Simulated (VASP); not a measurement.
# Sn (I4_1/amd) in VASP: settings compared

Aim: see how the results for Sn move with the level of theory and the settings. Levels: PBEsol, BLYP. Tasks: single point.

All numbers are computed with VASP 6.6.1; they aren't measurements. Logs are shortened: lines on timing, memory, paths and dates and some standing lists are left out, and cuts for length are marked.

### Step 1. The cell of the first run

The structure is tetragonal, space group I4_1/amd (No. 141). The conventional cell has a = 5.880 Å, b = 5.880 Å, c = 3.199 Å, α = 90.00°, β = 90.00°, γ = 90.00°. Sn (site symmetry -4m2) has 10 Sn at 3.05 to 3.79 Å within 4.0 Å.

### Step 2. Single point, PBEsol, non-collinear spin, zero start, spin-orbit coupling

Input file INCAR:

```
PREC = Accurate
ENCUT = 520
EDIFF = 1E-6
ISMEAR = -1
SIGMA = 0.05
LREAL = F
LASPH = T
NELM = 150
ALGO = Fast
ISIF = 2
LWAVE = F
LCHARG = F
MAGMOM = 0 0 0 0 0 0
LORBIT = 11
LSORBIT = T
GGA_COMPAT = F
LORBMOM = T
GGA = PS
NBANDS = 40
```

Input file KPOINTS:

```
Automatic mesh
0
Gamma
  7 7 7
```

Input file POSCAR:

```
Sn
1.0
   -2.9401404553      2.9401404553      1.5993019889
    2.9401404553     -2.9401404553      1.5993019889
    2.9401404553      2.9401404553     -1.5993019889
Sn
2
Direct
    0.0000000000      0.0000000000      0.0000000000
    0.7500000000      0.2500000000      0.5000000000
```

Potentials or basis: VASP PAW PBE potentials, release 64 (Sn_d).

On the command line:

```sh
$ cat potpaw_PBE.64/Sn_d/POTCAR > POTCAR
$ mpirun -np 1 vasp_ncl > vasp.out
```

OUTCAR:

```text
PREC = Accurate
   ENCUT = 520
   EDIFF = 1E-6
   ISMEAR = -1
   LREAL = F
   LASPH = T
   NELM = 150
   ISIF = 2
   LORBIT = 11
   LSORBIT = T
   GGA = PS

 ion  position               nearest neighbor table
   1  0.000  0.000  0.000-   2 3.05   2 3.05   2 3.05   2 3.05
   2  0.750  0.250  0.500-   1 3.05   1 3.05   1 3.05   1 3.05

  LATTYP: Found a body centered tetragonal cell.
 ALAT       =     5.8802809106
 C/A-ratio  =     0.5439542815

  Lattice vectors:

 A1 = (  -2.9401404553,   2.9401404553,   1.5993019889)
 A2 = (   2.9401404553,  -2.9401404553,   1.5993019889)
 A3 = (   2.9401404553,   2.9401404553,  -1.5993019889)

Analysis of symmetry for initial positions (statically):
=====================================================================
 Subroutine PRICEL returns:
 Original cell was already a primitive cell.

 Routine SETGRP: Setting up the symmetry group for a
 body centered tetragonal supercell.

 Subroutine GETGRP returns: Found 16 space group operations
 (whereof  8 operations were pure point group operations)
 out of a pool of 16 trial point group operations.

The static configuration has the point symmetry D_2d.
 The point group associated with its full space group is D_4h.

Analysis of symmetry for dynamics (positions and initial velocities):
=====================================================================
 Subroutine PRICEL returns:
 Original cell was already a primitive cell.

 Routine SETGRP: Setting up the symmetry group for a
 body centered tetragonal supercell.

 Subroutine GETGRP returns: Found 16 space group operations
 (whereof  8 operations were pure point group operations)
 out of a pool of 16 trial point group operations.

The dynamic configuration has the point symmetry D_2d.
 The point group associated with its full space group is D_4h.

Analysis of structural, dynamic, and magnetic symmetry:
=====================================================================
 Subroutine PRICEL returns:
 Original cell was already a primitive cell.

 Routine SETGRP: Setting up the symmetry group for a
 body centered tetragonal supercell.

 Subroutine GETGRP returns: Found 16 space group operations
 (whereof  8 operations were pure point group operations)
 out of a pool of 16 trial point group operations.

The overall configuration has the point symmetry D_2d.
 The point group associated with its full space group is D_4h.

 Subroutine INISYM returns: Found 16 space group operations
 (whereof  8 operations are pure point group operations),
 and found     1 'primitive' translations

----------------------------------------------------------------------------------------

                                     Primitive cell

  volume of cell :      55.3002

  direct lattice vectors                    reciprocal lattice vectors
    -2.940140455  2.940140455  1.599301989     0.000000000  0.170059903  0.312636390
     2.940140455 -2.940140455  1.599301989     0.170059903  0.000000000  0.312636390
     2.940140455  2.940140455 -1.599301989     0.170059903  0.170059903  0.000000000

  length of vectors
     4.454954393  4.454954393  4.454954393     0.355895888  0.355895888  0.240501021

  position of ions in fractional coordinates (direct lattice)
     0.000000000  0.000000000  0.000000000
     0.750000000  0.250000000  0.500000000

  ion indices of the primitive-cell ions
   primitive index   ion index
                 1           1
                 2           2

----------------------------------------------------------------------------------------

[... 101 lines left out ...]
  energy-cutoff  :      520.00
  volume of cell :       55.30
 maximum number of plane-waves:      3004
 NGX is ok and might be reduce to    36
   NGX = 17   NGY = 17   NGZ = 17

 number of electron      28.0000000 magnetization       0.0000000      0.0000000      0.0000000

 number of electron      27.9999990 magnetization      -0.0000000      0.0000000     -0.0000000

 number of electron      27.9999990 magnetization       0.0000000      0.0000000     -0.0000000

 Free energy of the ion-electron system (eV)
  ---------------------------------------------------
  ext. energy  EPLUGINS =         0.00000000
  ---------------------------------------------------
  free energy    TOTEN  =        -8.65698353 eV

  energy without entropy =       -8.64750518  energy(sigma->0) =       -8.65224435

 E-fermi :   7.5106     XC(G=0): -10.3635

 val. band max:        7.5058707657   @ k =  -0.2857   0.2857   0.0000
 cond. band min:       7.5580928360   @ k =   0.2857   0.1429   0.0000
 fundamental gap:      0.0522220703
 Fermi energy:         7.5106348271

 k-point     1 :       0.0000    0.0000    0.0000
  band No.  band energies     occupation
      1     -14.3791      1.00000
      2     -14.3791      1.00000
      3     -14.3631      1.00000
      4     -14.3631      1.00000
      5     -14.3333      1.00000
      6     -14.3333      1.00000
[... 1021 lines left out ...]
     39      17.6357      0.00000
     40      17.6542      0.00000

 [... further k-points ...]

------------------------ aborting loop because EDIFF is reached ----------------------------------------

  FORCE on cell =-STRESS in cart. coord.  units (eV):
  Direction    XX          YY          ZZ          XY          YZ          ZX
  --------------------------------------------------------------------------------------
  -------------------------------------------------------------------------------------
  Total       -0.6663532     -0.6663532     -0.4426426      0.0000000      0.0000000      0.0000000
  in kB      -19.3058283    -19.3058283    -12.8244034      0.0000000      0.0000000      0.0000000
  external PRESSURE =     -17.1453533 kB  Pullay stress =       0.0000000 kB

 VOLUME and BASIS-vectors are now :
 -----------------------------------------------------------------------------
  energy-cutoff  :      520.00
  volume of cell :       55.30
      direct lattice vectors                 reciprocal lattice vectors
    -2.940140455  2.940140455  1.599301989     0.000000000  0.170059903  0.312636390
     2.940140455 -2.940140455  1.599301989     0.170059903  0.000000000  0.312636390
     2.940140455  2.940140455 -1.599301989     0.170059903  0.170059903  0.000000000

 POSITION                                       TOTAL-FORCE (eV/Angst)
 -----------------------------------------------------------------------------------
      0.00000      0.00000      0.00000        -0.000000      0.000000      0.000000
      0.00000      2.94014      0.79965         0.000000     -0.000000     -0.000000
 -----------------------------------------------------------------------------------
    total drift:                                0.000000      0.000000      0.000000

  FREE ENERGIE OF THE ION-ELECTRON SYSTEM (eV)
  ---------------------------------------------------
  free  energy   TOTEN  =        -8.6569835299 eV

  energy  without entropy=       -8.6475051779  energy(sigma->0) =       -8.65224435

 orbital moment (x)

 # of ion     p       d       tot
 ----------------------------------------
  1         0.000  -0.000  -0.000
  2        -0.000  -0.000  -0.000
 ----------------------------------------
           -0.000  -0.000  -0.000

 orbital moment (y)

 # of ion     p       d       tot
 ----------------------------------------
  1        -0.000   0.000  -0.000
  2        -0.000   0.000  -0.000
 ----------------------------------------
           -0.000   0.000  -0.000

 orbital moment (z)

 # of ion     p       d       tot
 ----------------------------------------
  1         0.000   0.000   0.000
  2         0.000  -0.000  -0.000
 ----------------------------------------
            0.000   0.000   0.000

 Spin-Orbit-Coupling matrix elements

 Ion:    1  E_soc:     -0.1138513
 l=   1
     0.0000000    -0.0128594    -0.0127300
    -0.0128594     0.0000000    -0.0128594
    -0.0127300    -0.0128594     0.0000000
 l=   2
     0.0000000    -0.0012512     0.0000000    -0.0012512    -0.0048958
    -0.0012512     0.0000000    -0.0036917    -0.0012454    -0.0012249
     0.0000000    -0.0036917     0.0000000    -0.0036917     0.0000000
    -0.0012512    -0.0012454    -0.0036917     0.0000000    -0.0012249
    -0.0048958    -0.0012249     0.0000000    -0.0012249     0.0000000
 l=   3
     0.0000000     0.0000000     0.0000000     0.0000000     0.0000000     0.0000000     0.0000000
     0.0000000     0.0000000     0.0000000     0.0000000     0.0000000     0.0000000     0.0000000
     0.0000000     0.0000000     0.0000000     0.0000000     0.0000000     0.0000000     0.0000000
     0.0000000     0.0000000     0.0000000     0.0000000     0.0000000     0.0000000     0.0000000
     0.0000000     0.0000000     0.0000000     0.0000000     0.0000000     0.0000000     0.0000000
     0.0000000     0.0000000     0.0000000     0.0000000     0.0000000     0.0000000     0.0000000
     0.0000000     0.0000000     0.0000000     0.0000000     0.0000000     0.0000000     0.0000000

 Ion:    2  E_soc:     -0.1138513
 l=   1
     0.0000000    -0.0128594    -0.0127300
    -0.0128594     0.0000000    -0.0128594
    -0.0127300    -0.0128594     0.0000000
 l=   2
     0.0000000    -0.0012512     0.0000000    -0.0012512    -0.0048958
    -0.0012512     0.0000000    -0.0036917    -0.0012454    -0.0012249
     0.0000000    -0.0036917     0.0000000    -0.0036917     0.0000000
    -0.0012512    -0.0012454    -0.0036917     0.0000000    -0.0012249
    -0.0048958    -0.0012249     0.0000000    -0.0012249     0.0000000
 l=   3
     0.0000000     0.0000000     0.0000000     0.0000000     0.0000000     0.0000000     0.0000000
     0.0000000     0.0000000     0.0000000     0.0000000     0.0000000     0.0000000     0.0000000
     0.0000000     0.0000000     0.0000000     0.0000000     0.0000000     0.0000000     0.0000000
     0.0000000     0.0000000     0.0000000     0.0000000     0.0000000     0.0000000     0.0000000
     0.0000000     0.0000000     0.0000000     0.0000000     0.0000000     0.0000000     0.0000000
     0.0000000     0.0000000     0.0000000     0.0000000     0.0000000     0.0000000     0.0000000
     0.0000000     0.0000000     0.0000000     0.0000000     0.0000000     0.0000000     0.0000000

 total charge

# of ion       s       p       d       tot
------------------------------------------
    1        1.234   0.996   9.975  12.205
    2        1.234   0.996   9.975  12.205
--------------------------------------------------
tot          2.467   1.992  19.950  24.409

 magnetization (x)

# of ion       s       p       d       tot
------------------------------------------
    1       -0.000  -0.000   0.000  -0.000
    2       -0.000  -0.000   0.000  -0.000
--------------------------------------------------
tot         -0.000  -0.000   0.000  -0.000

 magnetization (y)

# of ion       s       p       d       tot
------------------------------------------
    1        0.000   0.000  -0.000  -0.000
    2        0.000   0.000  -0.000  -0.000
--------------------------------------------------
tot          0.000   0.000  -0.000  -0.000

 magnetization (z)

# of ion       s       p       d       tot
------------------------------------------
    1       -0.000  -0.000  -0.000  -0.000
    2        0.000  -0.000  -0.000  -0.000
--------------------------------------------------
tot         -0.000  -0.000  -0.000  -0.000
```

Run time: 5.7 min. Hardware: 1 thread of Intel Xeon Platinum 8375C at 2.90GHz (Ice Lake), shared host; peak memory 0.43 GiB.

What came out:

```
Free energy                                           : -8.6570 eV
Pressure                                              : -1.7 GPa
Net moment                                            : 0.00 μB per cell
Valence electrons inside the program's atomic spheres : Sn 12.21
```

Moments on the atoms (μB; x, y, z):
```
Sn  0.00 0.00 0.00
Sn  0.00 0.00 0.00
```

Caveat: the PAW data sets were made with another functional, which shifts forces and pressure a little.

### Step 3. Single point, BLYP

Input file INCAR:

```
SYSTEM = Sn
AGGAC = 1.0
AGGAX = 1.0
ALDAC = 0.0
ALDAX = 1.0
ALGO = Normal
EDIFF = 1E-6
ENCUT = 500
GGA = B5
GGA_COMPAT = .FALSE.
ISIF = 2
ISMEAR = 1
LASPH = .TRUE.
LCHARG = .TRUE.
LELF = .TRUE.
LREAL = .FALSE.
LVHAR = .TRUE.
LWAVE = .FALSE.
NBANDS = 21
NELM = 120
PREC = Accurate
SIGMA = 0.05
```

Input file KPOINTS:

```
k-points
0
G
  9 9 9
  0 0 0
```

Input file POSCAR:

```
Sn
1.0
   -2.9401404550      2.9401404550      1.5993019900
    2.9401404550     -2.9401404550      1.5993019900
    2.9401404550      2.9401404550     -1.5993019900
Sn
2
Direct
    0.0000000000      1.0000000000      0.0000000000
    0.7500000000      0.2500000000      0.5000000000
```

Potentials or basis: VASP PAW PBE potentials, release 64 (Sn_d).

On the command line:

```sh
$ cat potpaw_PBE.64/Sn_d/POTCAR > POTCAR
$ mpirun -np 1 vasp_std > vasp.out
```

It took 45 s on 1 thread of Intel Xeon Platinum 8488C (Sapphire Rapids), shared host; peak memory 0.21 GiB.

Results (log left out):

| Item | Value |
| --- | --- |
| Free energy | -5.9301 eV |
| Pressure | 5.7 GPa |
| Band gap on the k mesh | zero (bands 14 and 15 overlap by 3.86 eV) |

Stress tensor (GPa, compression positive):
```
5.85 0.00 0.00
0.00 5.85 0.00
0.00 0.00 5.47
```

Levels at points of the mesh, in eV from the Fermi level:
```csv
k point,band 10,band 11,band 12,band 13,band 14,band 15,band 16,band 17,band 18,band 19
"(0.00, 0.00, 0.00)",-21.15,-11.01,-3.89,-1.94,-1.94,3.39,5.99,5.99,6.57,6.65
```

Caveat: the cell stands under pressure; the PAW data sets were made with another functional, which shifts forces and pressure a little; spin-orbit coupling is left out, which moves the levels of the heavy elements.
